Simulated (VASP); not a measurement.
Crystal: TaN.

```
CELL_PARAMETERS angstrom
0.00000 2.21132 2.21132
2.21132 0.00000 2.21132
2.21132 2.21132 0.00000
ATOMIC_POSITIONS crystal
Ta 0.50000 0.50000 0.50000
N 0.00000 0.00000 0.00000
```

```yaml
Program: VASP 6.6.1
Task: relaxation of cell and atoms
Functional: BLYP
Potentials_or_basis: VASP PAW PBE potentials, release 64 (Ta_sv_GW, N)
Cutoff: 700 eV
k_mesh: 10 × 10 × 10
Occupations: fermi-dirac, width 0.05 eV
Spin: no spin polarisation
```

At the start: pressure 11.0 GPa; volume 10.81 Å³/atom.

Problem. How do energy, volume and symmetry change on relaxing?

Solution. Over 4 steps the energy falls by 12.3 meV/atom and the volume is 11.18 Å³/atom (+3.4 %); space group Fm-3m (No. 225, to 0.1 Å) before and after.

The path:
```tsv
step	energy change (eV)	largest force (eV/Å)	pressure (GPa)	volume (Å³)
1	0.0000	0.0000	10.97	21.63
2	0.0769	0.0000	-18.38	24.03
3	-0.0246	0.0000	-0.29	22.39
4	-0.0246	0.0000	0.00	22.37
```

Final structure:
```yaml
crystal:
  lattice:
    - [0.00000, 2.23628, 2.23628]
    - [2.23628, 0.00000, 2.23628]
    - [2.23628, 2.23628, 0.00000]
  atoms:
    - { symbol: Ta, position: [0.50000, 0.50000, 0.50000] }
    - { symbol: N, position: [0.00000, 0.00000, 0.00000] }
```

Caveat: the highest band is partly filled, so the run has too few bands; the PAW data sets were made with another functional, which shifts forces and pressure a little.
